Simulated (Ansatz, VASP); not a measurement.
## SnO2: VASP beside Ansatz

File INCAR:

```
  PREC = Accurate
  ENCUT = 520
  EDIFF = 1E-6
  ISMEAR = 0
  SIGMA = 0.05
  LREAL = F
  LASPH = T
  NELM = 80
  ALGO = Normal
  ISIF = 2
  LWAVE = F
  LCHARG = F
  GGA = PE
  NBANDS = 35
```

File KPOINTS:

```
Automatic mesh
0
Gamma
  6 6 8
```

POSCAR

```
SnO2
1.0
    4.8840370816      0.0000000000      0.0000000000
    0.0000000000      4.8840509251      0.0000000000
    0.0000000000      0.0000000000      3.1624583641
Sn O
2 4
Direct
    0.5000000000      0.5000000000      0.5000000000
    0.0000000000      0.0000000000      0.0000000000
    0.3434840913      0.2697233079      0.0000000000
    0.8434840913      0.2302766921      0.5000000000
    0.1565159087      0.7697233079      0.5000000000
    0.6565159087      0.7302766921      0.0000000000
```

Input for Ansatz:

```yaml
crystal:
  lattice:
    - [4.8840370816, 0.0, 0.0]
    - [0.0, 4.8840509251, 0.0]
    - [0.0, 0.0, 3.1624583641]
  atoms:
    - { symbol: Sn, position: [0.5, 0.5, 0.5] }
    - { symbol: Sn, position: [0.0, 0.0, 0.0] }
    - { symbol: O, position: [0.3434840913, 0.2697233079, 0.0] }
    - { symbol: O, position: [0.8434840913, 0.2302766921, 0.5] }
    - { symbol: O, position: [0.1565159087, 0.7697233079, 0.5] }
    - { symbol: O, position: [0.6565159087, 0.7302766921, 0.0] }
basis:
  ecutwfc: 520.0
kpoints:
  mp_grid: { grid: [6, 6, 8] }
hamiltonian:
  xc: pbe
  pseudopotentials: { kind: paw, azcp: { folder: soft_1 } }
scf:
  occupations: { method: gaussian, width: 0.05 }
output:
  forces: true
  stress: true
  eigenvalues: true
```

Change from the starting cell: mode 4 frozen in at +0.252 Å, strain +e along z and -e/2 along x and y -0.0233.

Alike in both runs: task single point; functional PBE; k mesh 6 × 6 × 8; occupations gaussian, width 0.05 eV; no spin polarisation.

```csv
,VASP,Ansatz
version,VASP 6.6.1,Ansatz 0.2.0
potentials or method,"VASP PAW PBE potentials, release 64 (Sn_d, O), cutoff 520 eV","scalar-relativistic, plane waves, PAW"
valence electrons in the cell,52,52
```

|  | VASP | Ansatz | Ansatz less VASP |
| --- | --- | --- | --- |
| gap on the k mesh at the Fermi level (eV) | 1.12 | 1.13 | +0.013 |
| least direct gap on the mesh (eV) | 1.21 | 1.22 | +0.013 |
| pressure (GPa) | -0.3 | -0.9 | -0.59 |
| traceless stress, the component that is largest in VASP (GPa) | 5.01 | 4.76 | -0.249 |
| rms of the force components (eV/Å) | 0.137 | 0.145 | +0.0084 |

Atom by atom the forces differ by 0.014 eV/Å (rms over components).
